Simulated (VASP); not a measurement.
# RbBr in VASP: notebook, part 2 of 2

VASP 6.6.1.

### Step 4. Single point, PBE (uniaxial z strain +2.5%)

The input, INCAR:

```
SYSTEM = RbBr
PREC = Accurate
ENCUT = 520
EDIFF = 1E-6
ISMEAR = 0
SIGMA = 0.01
LREAL = .FALSE.
LASPH = .TRUE.
NELM = 80
ALGO = Normal
ISIF = 2
LWAVE = .FALSE.
LCHARG = .TRUE.
GGA = PE
LELF = .TRUE.
LVHAR = .TRUE.
NBANDS = 15
```

The input, KPOINTS:

```
regular mesh
0
G
  4 4 4
  0 0 0
```

The input, POSCAR:

```
RbBr
1.0
    0.0000000000      3.4608260516      3.5473467028
    3.4608260516      0.0000000000      3.5473467028
    3.4608260516      3.4608260516      0.0000000000
Rb Br
1 1
Direct
    0.0000000000      0.0000000000      0.0000000000
    0.5000000000      0.5000000000      0.5000000000
```

Potentials or basis: VASP PAW PBE potentials, release 64 (Rb_sv, Br).

Run with:

```console
> cat potpaw_PBE.64/Rb_sv/POTCAR potpaw_PBE.64/Br/POTCAR > POTCAR
> mpirun -np 1 vasp_std > vasp.out
```

OUTCAR:

```text
SYSTEM = RbBr
   PREC = Accurate
   ENCUT = 520
   EDIFF = 1E-6
   ISMEAR = 0
   LREAL = .FALSE.
   LASPH = .TRUE.
   NELM = 80
   ISIF = 2
   GGA = PE

 ion  position               nearest neighbor table
   1  0.000  0.000  0.000-   2 3.46   2 3.46   2 3.46   2 3.46   2 3.55   2 3.55
   2  0.500  0.500  0.500-   1 3.46   1 3.46   1 3.46   1 3.46   1 3.55   1 3.55

  LATTYP: Found a body centered tetragonal cell.
 ALAT       =     4.8943471392
 C/A-ratio  =     1.4495689014

  Lattice vectors:

 A1 = (  -3.4608260516,   0.0000000000,   3.5473467028)
 A2 = (   3.4608260516,   0.0000000000,   3.5473467028)
 A3 = (   0.0000000000,   3.4608260516,  -3.5473467028)

Analysis of symmetry for initial positions (statically):
=====================================================================
 Subroutine PRICEL returns:
 Original cell was already a primitive cell.

 Routine SETGRP: Setting up the symmetry group for a
 body centered tetragonal supercell.

 Subroutine GETGRP returns: Found 16 space group operations
 (whereof 16 operations were pure point group operations)
 out of a pool of 16 trial point group operations.

The static configuration has the point symmetry D_4h.

Analysis of symmetry for dynamics (positions and initial velocities):
=====================================================================
 Subroutine PRICEL returns:
 Original cell was already a primitive cell.

 Routine SETGRP: Setting up the symmetry group for a
 body centered tetragonal supercell.

 Subroutine GETGRP returns: Found 16 space group operations
 (whereof 16 operations were pure point group operations)
 out of a pool of 16 trial point group operations.

The dynamic configuration has the point symmetry D_4h.

 Subroutine INISYM returns: Found 16 space group operations
 (whereof 16 operations are pure point group operations),
 and found     1 'primitive' translations

----------------------------------------------------------------------------------------

                                     Primitive cell

  volume of cell :      84.9754
[... 108 lines left out ...]
 non-spin polarized calculation
 Gauss-broadening in eV      SIGMA  =   0.01
  energy-cutoff  :      520.00
  volume of cell :       84.98
 maximum number of plane-waves:      2298
 NGX is ok and might be reduce to    40
   NGX = 19   NGY = 19   NGZ = 19

 number of electron      15.9999999 magnetization

 Free energy of the ion-electron system (eV)
  ---------------------------------------------------
  ext. energy  EPLUGINS =         0.00000000
  ---------------------------------------------------
  free energy    TOTEN  =        -6.11162256 eV

  energy without entropy =       -6.11162256  energy(sigma->0) =       -6.11162256

 E-fermi :  -1.8420     XC(G=0):  -7.0208

 val. band max:       -1.9415735392   @ k =   0.0000   0.0000   0.0000
 cond. band min:       2.2786926544   @ k =   0.0000   0.0000   0.0000
 fundamental gap:      4.2202661936
 Fermi energy:        -1.8419581469

 k-point     1 :       0.0000    0.0000    0.0000
  band No.  band energies     occupation
      1     -26.4789      2.00000
      2     -14.0786      2.00000
      3     -10.5522      2.00000
      4     -10.5515      2.00000
      5     -10.5515      2.00000
      6      -1.9611      2.00000
      7      -1.9416      2.00000
      8      -1.9416      2.00000
      9       2.2787      0.00000
     10       5.2191      0.00000
     11       5.3592      0.00000
     12       5.3592      0.00000
     13       6.1056      0.00000
     14       6.2230      0.00000
[... 203 lines left out ...]
      2     -14.0479      2.00000
      3     -10.6585      2.00000
      4     -10.6585      2.00000
      5     -10.5513      2.00000
      6      -2.3618      2.00000
      7      -2.2735      2.00000
      8      -2.2735      2.00000
      9       5.0234      0.00000
     10       5.0234      0.00000
     11       6.1231      0.00000
     12       6.4920      0.00000
     13       8.5063      0.00000
     14       8.6443      0.00000
     15       8.7780      0.00000

------------------------ aborting loop because EDIFF is reached ----------------------------------------

  FORCE on cell =-STRESS in cart. coord.  units (eV):
  Direction    XX          YY          ZZ          XY          YZ          ZX
  --------------------------------------------------------------------------------------
  -------------------------------------------------------------------------------------
  Total        0.2366235      0.2366235     -0.0779842      0.0000000      0.0000000      0.0000000
  in kB        4.4614419      4.4614419     -1.4703603      0.0000000      0.0000000      0.0000000
  external PRESSURE =       2.4841745 kB  Pullay stress =       0.0000000 kB

 VOLUME and BASIS-vectors are now :
 -----------------------------------------------------------------------------
  energy-cutoff  :      520.00
  volume of cell :       84.98
      direct lattice vectors                 reciprocal lattice vectors
     0.000000000  3.460826052  3.547346703    -0.144474178  0.144474178  0.140950418
     3.460826052  0.000000000  3.547346703     0.144474178 -0.144474178  0.140950418
     3.460826052  3.460826052  0.000000000     0.144474178  0.144474178 -0.140950418

 POSITION                                       TOTAL-FORCE (eV/Angst)
 -----------------------------------------------------------------------------------
      0.00000      0.00000      0.00000         0.000000     -0.000000      0.000000
      3.46083      3.46083      3.54735        -0.000000      0.000000      0.000000
 -----------------------------------------------------------------------------------
    total drift:                                0.000000     -0.000000     -0.000000

  FREE ENERGIE OF THE ION-ELECTRON SYSTEM (eV)
  ---------------------------------------------------
  free  energy   TOTEN  =        -6.1116225554 eV

  energy  without entropy=       -6.1116225554  energy(sigma->0) =       -6.11162256
```

OSZICAR:

```text
N       E                     dE             d eps       ncg     rms          rms(c)
DAV:   1     0.850519786060E+02    0.85052E+02   -0.66079E+03   390   0.906E+02
DAV:   2     0.559244727356E-03   -0.85051E+02   -0.74633E+02   562   0.157E+02
DAV:   3    -0.619307625805E+01   -0.61936E+01   -0.61524E+01   516   0.456E+01
DAV:   4    -0.634187581910E+01   -0.14880E+00   -0.14877E+00   577   0.700E+00
DAV:   5    -0.634553572170E+01   -0.36599E-02   -0.36599E-02   531   0.720E-01    0.268E+00
DAV:   6    -0.611700820273E+01    0.22853E+00   -0.28099E-01   495   0.236E+00    0.175E+00
DAV:   7    -0.609827513623E+01    0.18733E-01   -0.12896E-01   516   0.171E+00    0.912E-01
DAV:   8    -0.611070929820E+01   -0.12434E-01   -0.14615E-02   413   0.702E-01    0.109E-01
DAV:   9    -0.611116330669E+01   -0.45401E-03   -0.72302E-04   530   0.136E-01    0.719E-02
DAV:  10    -0.611161560416E+01   -0.45230E-03   -0.59266E-04   404   0.132E-01    0.293E-02
DAV:  11    -0.611161562896E+01   -0.24803E-07   -0.38267E-05   495   0.308E-02    0.726E-03
DAV:  12    -0.611162222754E+01   -0.65986E-05   -0.99660E-06   404   0.187E-02    0.144E-03
DAV:  13    -0.611162255544E+01   -0.32790E-06   -0.46794E-07   419   0.372E-03
   1 F= -.61116226E+01 E0= -.61116226E+01  d E =-.141273E-46
```

stdout:

```text
POSCAR found type information on POSCAR RbBr
 POSCAR found :  2 types and       2 ions
 scaLAPACK will be used
 LDA part: xc-table for (Slater+PW92), standard interpolation
 POSCAR, INCAR and KPOINTS ok, starting setup
 FFT: planning ... GRIDC
 FFT: planning ... GRID_SOFT
 FFT: planning ... GRID
 WAVECAR not read
 entering main loop
```

Wall time 17 s (1 thread of Intel Xeon 6975P-C, shared host); peak memory 0.23 GiB.

Results:

* Free energy: -6.1116 eV
* Pressure: 0.2 GPa
* Band gap on the k mesh: 4.22 eV, direct

Caveat: the cell differs from its parent crystal (uniaxial z strain +2.5%).

### Step 5. Single point, PBE (strain -4.0%)

The input, INCAR:

```
PREC = Accurate
ENCUT = 520
EDIFF = 1E-6
ISMEAR = -1
SIGMA = 0.02
LREAL = F
LASPH = T
NELM = 100
ALGO = Normal
ISIF = 2
LWAVE = F
LCHARG = F
GGA = PE
NBANDS = 15
```

The input, KPOINTS:

```
regular mesh
0
Gamma
  6 6 6
```

The input, POSCAR:

```
RbBr
1.0
    0.0000000000      3.3223930095      3.3223930095
    3.3223930095      0.0000000000      3.3223930095
    3.3223930095      3.3223930095      0.0000000000
Rb Br
1 1
Direct
    0.0000000000      0.0000000000      0.0000000000
    0.5000000000      0.5000000000      0.5000000000
```

Run with:

```console
> cat potpaw_PBE.64/Rb_sv/POTCAR potpaw_PBE.64/Br/POTCAR > POTCAR
> mpirun -np 1 vasp_std > vasp.out
```

Wall time 15 s (1 thread of Intel Xeon 6975P-C, shared host); peak memory 0.2 GiB.

The run converged. Its results:

```yaml
Free_energy: -6.0117 eV
Pressure: 3.0 GPa
Band_gap_on_the_k_mesh: 4.61 eV, direct
```

Levels at points of the mesh, in eV from the valence-band top:
| k point | band 4 | band 5 | band 6 | band 7 | band 8 | band 9 | band 10 | band 11 | band 12 | band 13 |
| --- | --- | --- | --- | --- | --- | --- | --- | --- | --- | --- |
| (0.00, 0.00, 0.00) | -8.32 | -8.32 | 0.00 | 0.00 | 0.00 | 4.61 | 7.29 | 7.29 | 7.29 | 8.24 |
| (0.50, 0.00, 0.00) | -8.33 | -8.24 | -1.16 | -0.45 | -0.45 | 7.05 | 8.03 | 9.76 | 9.76 | 10.46 |
| (0.50, 0.50, 0.00) | -8.42 | -8.42 | -0.49 | -0.16 | -0.16 | 5.49 | 7.50 | 9.37 | 9.70 | 9.82 |

Caveat: the cell differs from its parent crystal (strain -4.0%).

### Step 6. Overview

```tsv
cell	k mesh	smearing	gap on the mesh (eV)	pressure (GPa)
a = 4.915, b = 4.915, c = 4.943 Å, angles 59.8, 59.8, 60.4°, 2 atoms	4 × 4 × 4	gaussian 0.01 eV	4.24	0.3
a = 4.943 Å, angles 59.3°, 2 atoms	4 × 4 × 4	gaussian 0.01 eV	4.24	0.4
a = 4.956, b = 4.956, c = 4.894 Å, angles 60.4, 60.4, 59.2°, 2 atoms	4 × 4 × 4	gaussian 0.01 eV	4.22	0.2
a = 4.699 Å, angles 60.0°, 2 atoms	6 × 6 × 6	fermi-dirac 0.02 eV	4.61	3.0
```

Alike in all rows: task single point; level PBE; potentials or basis VASP PAW PBE potentials, release 64 (Rb_sv, Br); no spin polarisation; cutoff (eV) 520.

Total energies depend on the potentials used, so only differences within one code and one set of settings carry meaning.
